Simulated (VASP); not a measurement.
# Cr (Im-3m) in VASP: further runs

Cr is run at these levels: r2SCAN; tasks: single point.

Everything below comes from runs of VASP 6.6.1. Logs are shortened: lines on timing, memory, paths and dates and some standing lists are left out, and cuts for length are marked.

## (1) The cell of the first run

The structure is cubic, space group Im-3m (No. 229). Conventional cell: a = 2.830 Å, b = 2.830 Å, c = 2.830 Å, α = 90.00°, β = 90.00°, γ = 90.00°. Cr (site symmetry m-3m) has 14 Cr at 2.45 to 2.83 Å within 3.2 Å.

## (2) Single point, r2SCAN

POSCAR

```
Cr
1.0
   -1.4149597590      1.4149597590      1.4149597590
    1.4149597590     -1.4149597590      1.4149597590
    1.4149597590      1.4149597590     -1.4149597590
Cr
1
Direct
    0.0000000000      0.0000000000      0.0000000000
```

INCAR.step1

```
SYSTEM = Cr
PREC = Accurate
ENCUT = 550
ISMEAR = 1
SIGMA = 0.1
LREAL = .FALSE.
LASPH = .TRUE.
NELM = 120
NBANDS = 12
GGA = PE
ALGO = Normal
EDIFF = 1E-5
LWAVE = .TRUE.
LCHARG = .FALSE.
GGA_COMPAT = .FALSE.
```

INCAR.step2

```
SYSTEM = Cr
PREC = Accurate
ENCUT = 550
EDIFF = 1E-6
ISMEAR = 1
SIGMA = 0.1
LREAL = .FALSE.
LASPH = .TRUE.
NELM = 120
ALGO = Normal
ISIF = 2
LWAVE = .FALSE.
LCHARG = .FALSE.
METAGGA = R2SCAN
LMIXTAU = .TRUE.
NBANDS = 12
ISTART = 1
GGA_COMPAT = .FALSE.
```

KPOINTS

```
Automatic mesh
0
G
  15 15 15
  0 0 0
```

Potentials or basis: VASP PAW PBE potentials, release 64 (Cr_pv).

Started as:

```
$ cat potpaw_PBE.64/Cr_pv/POTCAR > POTCAR
$ cp INCAR.step1 INCAR
$ mpirun -np 1 vasp_std > vasp.out
$ cp INCAR.step2 INCAR
$ mpirun -np 1 vasp_std > vasp.out
```

OUTCAR:

```text
SYSTEM = Cr
   PREC = Accurate
   ENCUT = 550
   EDIFF = 1E-6
   ISMEAR = 1
   LREAL = .FALSE.
   LASPH = .TRUE.
   NELM = 120
   ISIF = 2
   METAGGA = R2SCAN
   ISTART = 1

 ion  position               nearest neighbor table
   1  0.000  0.000  0.000-

  LATTYP: Found a body centered cubic cell.
 ALAT       =     2.8299195180

  Lattice vectors:

 A1 = (  -1.4149597590,   1.4149597590,   1.4149597590)
 A2 = (   1.4149597590,  -1.4149597590,   1.4149597590)
 A3 = (   1.4149597590,   1.4149597590,  -1.4149597590)

Analysis of symmetry for initial positions (statically):
=====================================================================
 Subroutine PRICEL returns:
 Original cell was already a primitive cell.

 Routine SETGRP: Setting up the symmetry group for a
 body centered cubic supercell.

 Subroutine GETGRP returns: Found 48 space group operations
 (whereof 48 operations were pure point group operations)
 out of a pool of 48 trial point group operations.

The static configuration has the point symmetry O_h .

Analysis of symmetry for dynamics (positions and initial velocities):
=====================================================================
 Subroutine PRICEL returns:
 Original cell was already a primitive cell.

 Routine SETGRP: Setting up the symmetry group for a
 body centered cubic supercell.

 Subroutine GETGRP returns: Found 48 space group operations
 (whereof 48 operations were pure point group operations)
 out of a pool of 48 trial point group operations.

The dynamic configuration has the point symmetry O_h .

 Subroutine INISYM returns: Found 48 space group operations
 (whereof 48 operations are pure point group operations),
 and found     1 'primitive' translations

----------------------------------------------------------------------------------------

                                     Primitive cell

  volume of cell :      11.3316

  direct lattice vectors                    reciprocal lattice vectors
    -1.414959759  1.414959759  1.414959759     0.000000000  0.353366940  0.353366940
     1.414959759 -1.414959759  1.414959759     0.353366940  0.000000000  0.353366940
     1.414959759  1.414959759 -1.414959759     0.353366940  0.353366940  0.000000000

  length of vectors
     2.450782193  2.450782193  2.450782193     0.499736319  0.499736319  0.499736319

  position of ions in fractional coordinates (direct lattice)
     0.000000000  0.000000000  0.000000000

  ion indices of the primitive-cell ions
   primitive index   ion index
                 1           1

----------------------------------------------------------------------------------------

 KPOINTS: Automatic mesh

Automatic generation of k-mesh.
 Grid dimensions read from file:
 generate k-points for:   15   15   15

 Generating k-lattice:

  Cartesian coordinates                     Fractional coordinates (reciprocal lattice)
     0.000000000  0.023557796  0.023557796     0.066666667  0.000000000  0.000000000
     0.023557796  0.000000000  0.023557796     0.000000000  0.066666667  0.000000000
     0.023557796  0.023557796  0.000000000     0.000000000  0.000000000  0.066666667

  Length of vectors
     0.033315755  0.033315755  0.033315755

  Shift w.r.t. Gamma in fractional coordinates (k-lattice)
     0.000000000  0.000000000  0.000000000

 Subroutine IBZKPT returns following result:
 ===========================================

 Found    120 irreducible k-points:

 Following reciprocal coordinates:
            Coordinates               Weight
  0.000000  0.000000  0.000000      1.000000
  0.066667  0.000000  0.000000     12.000000
  0.133333  0.000000  0.000000     12.000000
  0.200000  0.000000  0.000000     12.000000
  0.266667  0.000000  0.000000     12.000000
  0.333333  0.000000  0.000000     12.000000
[... 16 lines left out ...]
  0.333333  0.200000 -0.000000     48.000000
  0.400000  0.200000  0.000000     24.000000
 [... further k-points ...]
   k-points           NKPTS =    120   k-points in BZ     NKDIM =    120   number of bands    NBANDS=     12
   number of dos      NEDOS =    301   number of ions     NIONS =      1
   total plane-waves  NPLWV =   8000
   dimension x,y,z NGX =    20 NGY =   20 NGZ =   20
   dimension x,y,z NGXF=    40 NGYF=   40 NGZF=   40
   ions per type =               1
   NGX,Y,Z   is equivalent  to a cutoff of  13.57, 13.57, 13.57 a.u.
   NGXF,Y,Z  is equivalent  to a cutoff of  27.13, 27.13, 27.13 a.u.
 SYSTEM =  Cr
   PREC   = accura    normal or accurate (medium, high low for compatibility)
   ISTART =      1    job   : 0-new  1-cont  2-samecut
   ICHARG =      0    charge: 1-file 2-atom 10-const
   ISPIN  =      1    spin polarized calculation?
   LNONCOLLINEAR =      F non collinear calculations
   LSORBIT =      F    spin-orbit coupling
   LASPH  =      T    aspherical Exc in radial PAW
   ENCUT  =  550.0 eV  40.42 Ry    6.36 a.u.   4.69  4.69  4.69*2*pi/ulx,y,z
   NELM   =    120;   NELMIN=  2; NELMDL=  0     # of ELM steps
   EDIFF  = 0.1E-05   stopping-criterion for ELM
   LREAL  =      F    real-space projection
   EDIFFG = 0.1E-04   stopping-criterion for IOM
   NSW    =      0    number of steps for IOM
   IBRION =     -1    ionic relax: 0-MD 1-quasi-New 2-CG
   NFREE  =      0    steps in history (QN), initial steepest desc. (CG)
   ISIF   =      2    stress and relaxation
   ISYM   =      2    0-nonsym 1-usesym 2-fastsym
   POTIM  = 0.5000    time-step for ionic-motion
   TEBEG  =    0.0;   TEEND  =   0.0 temperature during run
   PSTRESS=    0.0 pullay stress
   NELECT =      12.0000    total number of electrons
   NUPDOWN=      -1.0000    fix difference up-down
   EMIN   =  10.00;   EMAX   =-10.00  energy-range for DOS
   EFERMI =   0.00;   METHOD = LEGACY
   ISMEAR =     1;   SIGMA  =   0.10  broadening in eV -4-tet -1-fermi 0-gaus
   EFERMI_NEDOS =   21; number of points for ismear=-14 and -15
   IALGO  =     38    algorithm
   IMIX   =      4    mixing-type and parameters
     AMIX     =   0.40;   BMIX     =  1.00
     AMIX_MAG =   1.60;   BMIX_MAG =  1.00
  volume/ion in A,a.u.               =      11.33        76.47
  Fermi-wavevector in a.u.,A,eV,Ry     =   1.668673  3.153334 37.884995  2.784469
  Thomas-Fermi vector in A             =   2.754479
   LORBIT       =      0    0 simple, 1 ext, 2 COOP (PROOUT), +10 PAW based schemes
   METAGGA = R2SCAN    functional components
   LHFCALC =     F    Hartree Fock is set to
   AEXX    =    0.0000 exact exchange contribution
   IVDW    =     0    specifies the selected vdW correction
   LEPSILON=     F    determine dielectric tensor
   LRPA    =     F    only Hartree local field effects (RPA)
 non-spin polarized calculation
 Methfessel and Paxton  Order N= 1 SIGMA  =   0.10
  energy-cutoff  :      550.00
  volume of cell :       11.33
 maximum number of plane-waves:       350
   NGX =  9   NGY =  9   NGZ =  9

 number of electron      12.0000002 magnetization

 Free energy of the ion-electron system (eV)
  ---------------------------------------------------
  ext. energy  EPLUGINS =         0.00000000
  ---------------------------------------------------
  free energy    TOTEN  =       -14.79937484 eV

  energy without entropy =      -14.79881247  energy(sigma->0) =      -14.79918738

 E-fermi :  11.1638     XC(G=0): -15.1127

 val. band max:       11.1454953837   @ k =  -0.2000   0.2000   0.1333
 cond. band min:      11.1707536602   @ k =   0.0667   0.0667   0.0667
 fundamental gap:      0.0252582765
 Fermi energy:        11.1638290489

 k-point     1 :       0.0000    0.0000    0.0000
  band No.  band energies     occupation
      1     -33.1203      2.00000
      2     -33.1203      2.00000
      3     -33.1203      2.00000
      4       2.7023      2.00000
      5      10.2010      2.00000
      6      10.2010      2.00000
      7      10.2010      2.00000
      8      12.6271     -0.00000
      9      12.6271     -0.00000
     10      14.4018      0.00000
     11      34.4424      0.00000
     12      34.4424      0.00000

 k-point     2 :       0.0667    0.0000    0.0000
  band No.  band energies     occupation
      1     -33.1664      2.00000
      2     -33.1342      2.00000
      3     -33.1206      2.00000
      4       2.9097      2.00000
      5      10.1193      2.00000
      6      10.1858      2.00000
      7      10.3410      2.00000
      8      12.5345     -0.00000
      9      12.6321     -0.00000
     10      14.4013      0.00000
     11      33.9692      0.00000
     12      34.3845      0.00000

 k-point     3 :       0.1333    0.0000    0.0000
  band No.  band energies     occupation
      1     -33.2958      2.00000
      2     -33.1735      2.00000
      3     -33.1214      2.00000
      4       3.5060      2.00000
      5       9.8937      2.00000
      6      10.1132      2.00000
      7      10.7475      2.00000
      8      12.3376     -0.00000
      9      12.6512     -0.00000
     10      14.4001      0.00000
     11      32.6459      0.00000
     12      34.0138      0.00000
[... 286 lines left out ...]
 k-point    23 :       0.3333    0.2000   -0.0000
  band No.  band energies     occupation
      1     -33.9943      2.00000
      2     -33.5546      2.00000
      3     -33.2191      2.00000
      4       7.3895      2.00000
      5       8.6533      2.00000
      6       9.7807      2.00000
      7      12.4143     -0.00000
      8      13.1192     -0.00000
      9      14.3326      0.00000
     10      16.4543      0.00000
     11      22.6789      0.00000
     12      26.0825      0.00000

 k-point    24 :       0.4000    0.2000    0.0000
  band No.  band energies     occupation
      1     -34.0106      2.00000
      2     -33.5822      2.00000
      3     -33.2210      2.00000
      4       7.3747      2.00000
      5       8.6367      2.00000
      6       9.9499      2.00000
      7      12.4842     -0.00000
      8      13.1573     -0.00000
      9      14.3278      0.00000
     10      17.1656      0.00000
     11      21.6371      0.00000
     12      25.8582      0.00000

 [... further k-points ...]
[... 5 lines left out ...]
  --------------------------------------------------------------------------------------
  -------------------------------------------------------------------------------------
  Total        0.0429773      0.0429773      0.0429773      0.0000000     -0.0000000      0.0000000
  in kB        6.0765508      6.0765508      6.0765508      0.0000000     -0.0000000      0.0000000
  external PRESSURE =       6.0765508 kB  Pullay stress =       0.0000000 kB

 VOLUME and BASIS-vectors are now :
 -----------------------------------------------------------------------------
  energy-cutoff  :      550.00
  volume of cell :       11.33
      direct lattice vectors                 reciprocal lattice vectors
    -1.414959759  1.414959759  1.414959759     0.000000000  0.353366940  0.353366940
     1.414959759 -1.414959759  1.414959759     0.353366940  0.000000000  0.353366940
     1.414959759  1.414959759 -1.414959759     0.353366940  0.353366940  0.000000000

 POSITION                                       TOTAL-FORCE (eV/Angst)
 -----------------------------------------------------------------------------------
      0.00000      0.00000      0.00000         0.000000     -0.000000      0.000000
 -----------------------------------------------------------------------------------
    total drift:                                0.000000      0.000000      0.000000

  FREE ENERGIE OF THE ION-ELECTRON SYSTEM (eV)
  ---------------------------------------------------
  free  energy   TOTEN  =       -14.7993748410 eV

  energy  without entropy=      -14.7988124704  energy(sigma->0) =      -14.79918738
```

It took 29 s on 1 thread of Intel Xeon 6975P-C (Granite Rapids), shared host; peak memory 0.14 GiB.

Results:

```yaml
Free_energy: -14.7994 eV
Pressure: 0.6 GPa
Band_gap_on_the_k_mesh: zero (band 6 reaches 13.61 eV, above the bottom of band 7 at 10.20 eV)
```

Caveat: the PAW data sets were made with another functional, which shifts forces and pressure a little; the run has no spin polarisation, though such a crystal can be magnetic. Spin polarisation is off, so any magnetic state and its effect on volume and gap are missing.

## (3) Single point, r2SCAN

POSCAR is that of step 2.

INCAR.step1

```
PREC = Accurate ; ENCUT = 550
ISMEAR = 1 ; SIGMA = 0.2
LREAL = False ; LASPH = True
NELM = 120 ; NBANDS = 12
GGA = PE ; ALGO = Normal
EDIFF = 1E-5 ; LWAVE = True
LCHARG = False ; GGA_COMPAT = False
```

INCAR.step2

```
PREC = Accurate ; ENCUT = 550
EDIFF = 1E-6 ; ISMEAR = 1
SIGMA = 0.2 ; LREAL = False
LASPH = True ; NELM = 120
ALGO = Normal ; ISIF = 2
LWAVE = False ; LCHARG = False
METAGGA = R2SCAN ; LMIXTAU = True
NBANDS = 12 ; ISTART = 1
GGA_COMPAT = False
```

KPOINTS

```
Automatic mesh
0
Gamma
  15 15 15
```

Potentials or basis: VASP PAW PBE potentials, release 64 (Cr_pv).

Started as:

```
$ cat potpaw_PBE.64/Cr_pv/POTCAR > POTCAR
$ cp INCAR.step1 INCAR
$ mpirun -np 1 vasp_std > vasp.out
$ cp INCAR.step2 INCAR
$ mpirun -np 1 vasp_std > vasp.out
```

Run time: 28 s. Hardware: 1 thread of Intel Xeon 6975P-C (Granite Rapids), shared host; peak memory 0.13 GiB.

The run converged. Its results:

* Free energy: -14.8006 eV
* Pressure: 0.6 GPa
* Band gap on the k mesh: zero (band 6 reaches 13.62 eV, above the bottom of band 7 at 10.20 eV)

Levels at points of the mesh, in eV from the Fermi level:
```tsv
k point	band 2	band 3	band 4	band 5	band 6	band 7	band 8	band 9	band 10	band 11
(0.00, 0.00, 0.00)	-44.28	-44.28	-8.47	-0.96	-0.96	-0.96	1.46	1.46	3.24	23.27
```

Caveat: the PAW data sets were made with another functional, which shifts forces and pressure a little; the run has no spin polarisation, though such a crystal can be magnetic. Spin polarisation is off, so any magnetic state and its effect on volume and gap are missing.

## (4) Single point, r2SCAN

POSCAR is that of step 3.

INCAR.step1

```
SYSTEM = Cr
PREC = Accurate ; ENCUT = 550
ISMEAR = 1 ; SIGMA = 0.3
LREAL = .False. ; LASPH = .True.
NELM = 120 ; NBANDS = 12
GGA = PE ; ALGO = Normal
EDIFF = 1E-5 ; LWAVE = .True.
LCHARG = .False. ; GGA_COMPAT = .False.
```

INCAR.step2

```
SYSTEM = Cr
PREC = Accurate ; ENCUT = 550
EDIFF = 1E-6 ; ISMEAR = 1
SIGMA = 0.3 ; LREAL = .False.
LASPH = .True. ; NELM = 120
ALGO = Normal ; ISIF = 2
LWAVE = .False. ; LCHARG = .False.
METAGGA = R2SCAN ; LMIXTAU = .True.
NBANDS = 12 ; ISTART = 1
GGA_COMPAT = .False.
```

KPOINTS

```
regular mesh
0
Gamma
  15 15 15
  0 0 0
```

Started as:

```
$ cat potpaw_PBE.64/Cr_pv/POTCAR > POTCAR
$ cp INCAR.step1 INCAR
$ mpirun -np 1 vasp_std > vasp.out
$ cp INCAR.step2 INCAR
$ mpirun -np 1 vasp_std > vasp.out
```

Wall time 28 s (1 thread of Intel Xeon 6975P-C (Granite Rapids), shared host); peak memory 0.13 GiB.

Results (log left out):

```yaml
Free_energy: -14.8020 eV
Pressure: 0.5 GPa
Band_gap_on_the_k_mesh: zero (band 6 reaches 13.62 eV, above the bottom of band 7 at 10.21 eV)
```

Levels at points of the mesh, in eV from the Fermi level:
```tsv
k point	band 3	band 4	band 5	band 6	band 7	band 8	band 9	band 10
(0.00, 0.00, 0.00)	-44.29	-8.48	-0.97	-0.97	-0.97	1.45	1.45	3.23
```

Caveat: the PAW data sets were made with another functional, which shifts forces and pressure a little; the run has no spin polarisation, though such a crystal can be magnetic. Spin polarisation is off, so any magnetic state and its effect on volume and gap are missing.

## (5) Single point, r2SCAN

POSCAR is that of step 4.

INCAR.step1

```
SYSTEM = Cr
  ALGO = Normal
  EDIFF = 1E-5
  ENCUT = 550
  GGA = PE
  GGA_COMPAT = .False.
  ISMEAR = 1
  LASPH = .True.
  LCHARG = .False.
  LREAL = .False.
  LWAVE = .True.
  NBANDS = 12
  NELM = 120
  PREC = Accurate
  SIGMA = 0.6
```

INCAR.step2

```
SYSTEM = Cr
  ALGO = Normal
  EDIFF = 1E-6
  ENCUT = 550
  GGA_COMPAT = .False.
  ISIF = 2
  ISMEAR = 1
  ISTART = 1
  LASPH = .True.
  LCHARG = .False.
  LMIXTAU = .True.
  LREAL = .False.
  LWAVE = .False.
  METAGGA = R2SCAN
  NBANDS = 12
  NELM = 120
  PREC = Accurate
  SIGMA = 0.6
```

KPOINTS

```
k-points
0
Gamma
  15 15 15
  0 0 0
```

Started as:

```
$ cat potpaw_PBE.64/Cr_pv/POTCAR > POTCAR
$ cp INCAR.step1 INCAR
$ mpirun -np 1 vasp_std > vasp.out
$ cp INCAR.step2 INCAR
$ mpirun -np 1 vasp_std > vasp.out
```

Wall time 29 s (1 thread of Intel Xeon 6975P-C (Granite Rapids), shared host); peak memory 0.13 GiB.

The run converged. Its results:

```yaml
Free_energy: -14.7992 eV
Pressure: 0.2 GPa
Band_gap_on_the_k_mesh: zero (band 6 reaches 13.61 eV, above the bottom of band 7 at 10.20 eV)
```

Levels at points of the mesh, in eV from the Fermi level:
```
           k point  band 3  band 4  band 5  band 6  band 7  band 8  band 9  band 10
(0.00, 0.00, 0.00)  -44.31   -8.49   -0.99   -0.99   -0.99    1.44    1.44     3.21
```

Caveat: the PAW data sets were made with another functional, which shifts forces and pressure a little; the run has no spin polarisation, though such a crystal can be magnetic.

[end of part 1 of 2]
